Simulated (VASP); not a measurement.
The system is SnTe.

```
CELL_PARAMETERS angstrom
0.00000 3.15650 3.15650
3.15650 0.00000 3.15650
3.15650 3.15650 0.00000
ATOMIC_POSITIONS crystal
Sn 0.50000 0.50000 0.50000
Te 0.00000 0.00000 0.00000
```

Base run:

| Property | Result |
| --- | --- |
| Program | VASP 6.6.1 |
| Functional | r2SCAN |
| Potentials or basis | VASP PAW PBE potentials, release 64 (Sn_d, Te) |
| Cutoff | 520 eV |
| k mesh | 6 × 6 × 6 |
| Occupations | gaussian, width 0.05 eV |
| Spin | no spin polarisation |

Its results: band gap on the k mesh 0.05 eV, direct; pressure 1.4 GPa.

Task: After a change of settings the same cell gave: band gap on the k mesh 0.06 eV, direct; pressure 3.4 GPa. Which change was it?
A. functional from r2SCAN to LDA; potentials or basis from VASP PAW PBE potentials, release 64 (Sn_d, Te) to VASP PAW LDA potentials, release 64 (Sn_d, Te)
B. functional from r2SCAN to RPBE
C. functional from r2SCAN to PBE; dispersion from none to D4

Result: B.

Caveats: the PAW data sets were made with another functional, which shifts forces and pressure a little; spin-orbit coupling is left out, which moves the levels of the heavy elements.
